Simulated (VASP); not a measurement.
# Si7Mo (P6/mmm) in VASP: notebook, part 2 of 2

VASP 6.6.1. Earlier steps stand in the parts before.

## Step 3: Relaxation of cell and atoms, PBE

This run uses another cell than the first one, of 15.80 Å³/atom, 1.050 times its volume.

INCAR

```
ALGO = Normal
EDIFF = 1E-6
EDIFFG = -0.08
ENCUT = 600
GGA = PE
IBRION = 2
ISIF = 3
ISMEAR = 0
LASPH = T
LCHARG = F
LREAL = F
LWAVE = F
NELM = 80
NSW = 36
PREC = Accurate
SIGMA = 0.2
```

KPOINTS

```
k-points
0
Gamma
  4 4 3
```

POSCAR

```
Si7Mo
1.0
    4.6295899700      0.0000000000      0.0000000000
   -2.3147949800      4.0093425200      0.0000000000
    0.0000000000      0.0000000000      6.8108565700
Si Mo
7 1
Direct
    0.3333333300      0.6666666700      0.0000000000
    0.6666666700      0.3333333300      0.0000000000
    0.3333333300      0.6666666700      0.6938885400
    0.6666666700      0.3333333300      0.6938885400
    0.6666666700      0.3333333300      0.3061114600
    0.3333333300      0.6666666700      0.3061114600
    0.0000000000      0.0000000000      0.0000000000
    0.0000000000      0.0000000000      0.5000000000
```

Potentials or basis: VASP PAW PBE potentials, release 64 (Si, Mo_sv).

Started as:

```sh
> cat potpaw_PBE.64/Si/POTCAR potpaw_PBE.64/Mo_sv/POTCAR > POTCAR
> mpirun -np 1 vasp_std > vasp.out
```

OUTCAR:

```text
EDIFF = 1E-6
   EDIFFG = -0.08
   ENCUT = 600
   GGA = PE
   IBRION = 2
   ISIF = 3
   ISMEAR = 0
   LASPH = T
   LREAL = F
   NELM = 80
   NSW = 36
   PREC = Accurate

 ion  position               nearest neighbor table
   1  0.333  0.667  0.000-   3 2.08   6 2.08   2 2.67   7 2.67   2 2.67   7 2.67   7 2.67   2 2.67

   2  0.667  0.333  0.000-   4 2.08   5 2.08   1 2.67   7 2.67   1 2.67   7 2.67   7 2.67   1 2.67

   3  0.333  0.667  0.694-   1 2.08   6 2.64   4 2.67   4 2.67   4 2.67   8 2.98   8 2.98   8 2.98

   4  0.667  0.333  0.694-   2 2.08   5 2.64   3 2.67   3 2.67   3 2.67   8 2.98   8 2.98   8 2.98

   5  0.667  0.333  0.306-   2 2.08   4 2.64   6 2.67   6 2.67   6 2.67   8 2.98   8 2.98   8 2.98

   6  0.333  0.667  0.306-   1 2.08   3 2.64   5 2.67   5 2.67   5 2.67   8 2.98   8 2.98   8 2.98

   7  0.000  0.000  0.000-   1 2.67   2 2.67   1 2.67   2 2.67   2 2.67   1 2.67
   8  0.000  0.000  0.500-   3 2.98   4 2.98   5 2.98   6 2.98   3 2.98   6 2.98   4 2.98   5 2.98
                             4 2.98   5 2.98   3 2.98   6 2.98

  LATTYP: Found a hexagonal cell.
 ALAT       =     4.6295899700
 C/A-ratio  =     1.4711576218

  Lattice vectors:

 A1 = (   4.6295899700,   0.0000000000,   0.0000000000)
 A2 = (  -2.3147949800,   4.0093425200,   0.0000000000)
 A3 = (   0.0000000000,   0.0000000000,   6.8108565700)

Analysis of symmetry for initial positions (statically):
=====================================================================
 Subroutine PRICEL returns:
 Original cell was already a primitive cell.

 Routine SETGRP: Setting up the symmetry group for a
 hexagonal supercell.

 Subroutine GETGRP returns: Found 24 space group operations
 (whereof 24 operations were pure point group operations)
 out of a pool of 24 trial point group operations.

The static configuration has the point symmetry D_6h.

Analysis of symmetry for dynamics (positions and initial velocities):
=====================================================================
 Subroutine PRICEL returns:
 Original cell was already a primitive cell.

 Routine SETGRP: Setting up the symmetry group for a
 hexagonal supercell.

 Subroutine GETGRP returns: Found 24 space group operations
 (whereof 24 operations were pure point group operations)
 out of a pool of 24 trial point group operations.

The dynamic configuration has the point symmetry D_6h.

 Subroutine INISYM returns: Found 24 space group operations
 (whereof 24 operations are pure point group operations),
 and found     1 'primitive' translations

----------------------------------------------------------------------------------------

                                     Primitive cell

  volume of cell :     126.4205

  direct lattice vectors                    reciprocal lattice vectors
     4.629589970  0.000000000  0.000000000     0.216001850  0.124708726  0.000000000
    -2.314794980  4.009342520  0.000000000     0.000000000  0.249417453  0.000000000
     0.000000000  0.000000000  6.810856570     0.000000000  0.000000000  0.146824410

  length of vectors
     4.629589970  4.629589965  6.810856570     0.249417453  0.249417453  0.146824410

  position of ions in fractional coordinates (direct lattice)
     0.333333330  0.666666670  0.000000000
     0.666666670  0.333333330  0.000000000
     0.333333330  0.666666670  0.693888540
     0.666666670  0.333333330  0.693888540
     0.666666670  0.333333330  0.306111460
     0.333333330  0.666666670  0.306111460
     0.000000000  0.000000000  0.000000000
     0.000000000  0.000000000  0.500000000

  ion indices of the primitive-cell ions
[... 47 lines left out ...]
   number of dos      NEDOS =    301   number of ions     NIONS =      8
   total plane-waves  NPLWV =  86400
   dimension x,y,z NGX =    40 NGY =   40 NGZ =   54
   dimension x,y,z NGXF=    80 NGYF=   80 NGZF=  108
   ions per type =               7   1
   NGX,Y,Z   is equivalent  to a cutoff of  14.36, 14.36, 13.18 a.u.
   NGXF,Y,Z  is equivalent  to a cutoff of  28.73, 28.73, 26.36 a.u.
 SYSTEM =  unknown system
   PREC   = accura    normal or accurate (medium, high low for compatibility)
   ISTART =      0    job   : 0-new  1-cont  2-samecut
   ICHARG =      2    charge: 1-file 2-atom 10-const
   ISPIN  =      1    spin polarized calculation?
   LNONCOLLINEAR =      F non collinear calculations
   LSORBIT =      F    spin-orbit coupling
   LASPH  =      T    aspherical Exc in radial PAW
   ENCUT  =  600.0 eV  44.10 Ry    6.64 a.u.   9.25  9.25 13.60*2*pi/ulx,y,z
   NELM   =     80;   NELMIN=  2; NELMDL= -5     # of ELM steps
   EDIFF  = 0.1E-05   stopping-criterion for ELM
   LREAL  =      F    real-space projection
   EDIFFG = -.8E-01   stopping-criterion for IOM
   NSW    =     36    number of steps for IOM
   IBRION =      2    ionic relax: 0-MD 1-quasi-New 2-CG
   NFREE  =      1    steps in history (QN), initial steepest desc. (CG)
   ISIF   =      3    stress and relaxation
   ISYM   =      2    0-nonsym 1-usesym 2-fastsym
   POTIM  = 0.5000    time-step for ionic-motion
   TEBEG  =    0.0;   TEEND  =   0.0 temperature during run
   PSTRESS=    0.0 pullay stress
   NELECT =      42.0000    total number of electrons
   NUPDOWN=      -1.0000    fix difference up-down
   EMIN   =  10.00;   EMAX   =-10.00  energy-range for DOS
   EFERMI =   0.00;   METHOD = LEGACY
   ISMEAR =     0;   SIGMA  =   0.20  broadening in eV -4-tet -1-fermi 0-gaus
   EFERMI_NEDOS =   21; number of points for ismear=-14 and -15
   IALGO  =     38    algorithm
   IMIX   =      4    mixing-type and parameters
     AMIX     =   0.40;   BMIX     =  1.00
     AMIX_MAG =   1.60;   BMIX_MAG =  1.00
  volume/ion in A,a.u.               =      15.80       106.64
  Fermi-wavevector in a.u.,A,eV,Ry     =   1.133841  2.142649 17.491585  1.285595
  Thomas-Fermi vector in A             =   2.270544
   LORBIT       =      0    0 simple, 1 ext, 2 COOP (PROOUT), +10 PAW based schemes
   GGA     = PE    functional components
   LHFCALC =     F    Hartree Fock is set to
   AEXX    =    0.0000 exact exchange contribution
   IVDW    =     0    specifies the selected vdW correction
   LEPSILON=     F    determine dielectric tensor
   LRPA    =     F    only Hartree local field effects (RPA)
 conjugate gradient relaxation of ions
 non-spin polarized calculation
 Gauss-broadening in eV      SIGMA  =   0.20
  energy-cutoff  :      600.00
  volume of cell :      126.42
 maximum number of plane-waves:      4228
 NGX is ok and might be reduce to    40
   NGX = 19   NGY = 19   NGZ = 27

--------------------------------------- Ionic step        1  -------------------------------------------

 number of electron      42.0000002 magnetization

 Free energy of the ion-electron system (eV)
  ---------------------------------------------------
  ext. energy  EPLUGINS =         0.00000000
  ---------------------------------------------------
  free energy    TOTEN  =       -43.40275304 eV

  energy without entropy =      -43.31541433  energy(sigma->0) =      -43.35908368

------------------------ aborting loop because EDIFF is reached ----------------------------------------

  FORCE on cell =-STRESS in cart. coord.  units (eV):
  Direction    XX          YY          ZZ          XY          YZ          ZX
  --------------------------------------------------------------------------------------
  -------------------------------------------------------------------------------------
  Total      -10.2996920    -10.2996919     23.5707014     -0.0000000     -0.0000000      0.0000000
  in kB     -130.5321212   -130.5321210    298.7209389     -0.0000002     -0.0000000      0.0000000
  external PRESSURE =      12.5522322 kB  Pullay stress =       0.0000000 kB
[... 197 lines left out ...]
--------------------------------------- Ionic step        6  -------------------------------------------

 number of electron      41.9999999 magnetization

 E-fermi :  10.2193     XC(G=0): -11.3838

 val. band max:       10.1625149846   @ k =   0.0000   0.0000   0.3333
 cond. band min:      10.2716308628   @ k =   0.5000   0.0000   0.3333
 fundamental gap:      0.1091158782
 Fermi energy:        10.2192788118

 k-point     1 :       0.0000    0.0000    0.0000
  band No.  band energies     occupation
      1     -50.7463      2.00000
      2     -24.9364      2.00000
      3     -24.8126      2.00000
      4     -24.8126      2.00000
      5      -3.8778      2.00000
      6      -1.5431      2.00000
[... 346 lines left out ...]
--------------------------------------- Ionic step        9  -------------------------------------------

 number of electron      41.9999999 magnetization

 Free energy of the ion-electron system (eV)
  ---------------------------------------------------
  ext. energy  EPLUGINS =         0.00000000
  ---------------------------------------------------
  free energy    TOTEN  =       -46.47527226 eV

  energy without entropy =      -46.41942289  energy(sigma->0) =      -46.44734757

 E-fermi :   9.8738     XC(G=0): -11.2679

 val. band max:        9.7894611683   @ k =   0.0000   0.0000   0.3333
 cond. band min:       9.8898363578   @ k =   0.5000   0.0000   0.0000
 fundamental gap:      0.1003751895
 Fermi energy:         9.8737942069

 k-point     1 :       0.0000    0.0000    0.0000
  band No.  band energies     occupation
      1     -51.1492      2.00000
      2     -25.3209      2.00000
      3     -25.2006      2.00000
      4     -25.2006      2.00000
      5      -4.0167      2.00000
      6      -1.6322      2.00000
[... 256 lines left out ...]
  FREE ENERGIE OF THE ION-ELECTRON SYSTEM (eV)
  ---------------------------------------------------
  free  energy   TOTEN  =       -46.4752722618 eV

  energy  without entropy=      -46.4194228873  energy(sigma->0) =      -46.44734757

 reached required accuracy - stopping structural energy minimisation
```

Wall time 2.2 min (1 thread of Intel Xeon Platinum 8559C (Emerald Rapids), shared host); peak memory 0.29 GiB.

What came out:

| Quantity | Value |
| --- | --- |
| Free energy | -46.4753 eV |
| Relaxed volume | 15.03 Å³/atom |
| Relaxed cell | a = 4.437 Å, b = 4.437 Å, c = 7.054 Å, α = 90.00°, β = 90.00°, γ = 120.00° |
| Space group after relaxing (to 0.05 Å) | P6/mmm (No. 191) |
| Energy gained by relaxing | 384.1 meV/atom |
| Ionic steps | 9 |
| Pressure after relaxing | 0.2 GPa |
| Largest force after relaxing | 0.062 eV/Å |
| Band gap on the k mesh | zero (band 21 reaches 10.60 eV, above the bottom of band 22 at 8.22 eV) |

Forces on the atoms (eV/Å):
```
Si   0.000  0.000  0.000
Si   0.000  0.000  0.000
Si   0.000  0.000  0.062
Si   0.000  0.000  0.062
Si   0.000  0.000 -0.062
Si   0.000  0.000 -0.062
Si   0.000  0.000  0.000
Mo   0.000  0.000  0.000
```

Step by step:
```tsv
step	energy change (eV)	largest force (eV/Å)	pressure (GPa)	volume (Å³)
1	0.0000	5.5266	1.26	126.42
2	-2.1526	0.5897	-2.60	127.01
3	-2.7531	0.7036	-6.26	127.17
4	-2.7565	0.7948	-6.33	127.16
5	-2.7561	0.8800	-6.38	127.16
6	-3.0029	0.3759	4.44	116.95
7	-3.0406	0.0738	1.18	119.44
8	-3.0709	0.0981	0.05	120.46
9	-3.0725	0.0617	0.23	120.28
```

Final structure:
```
Si Mo
1.0
     4.43713    0.00000    0.00000
    -2.21856    3.84267    0.00000
     0.00000    0.00000    7.05416
Si Mo
7 1
Direct
  0.33333 0.66667 0.00000
  0.66667 0.33333 0.00000
  0.33333 0.66667 0.66334
  0.66667 0.33333 0.66334
  0.66667 0.33333 0.33666
  0.33333 0.66667 0.33666
  0.00000 0.00000 0.00000
  0.00000 0.00000 0.50000
```

Caveat: the k points lie up to 0.41 Å⁻¹ apart in the final cell; the relaxation stopped at a loose force limit of 0.08 eV/Å, so its end isn't a converged minimum.
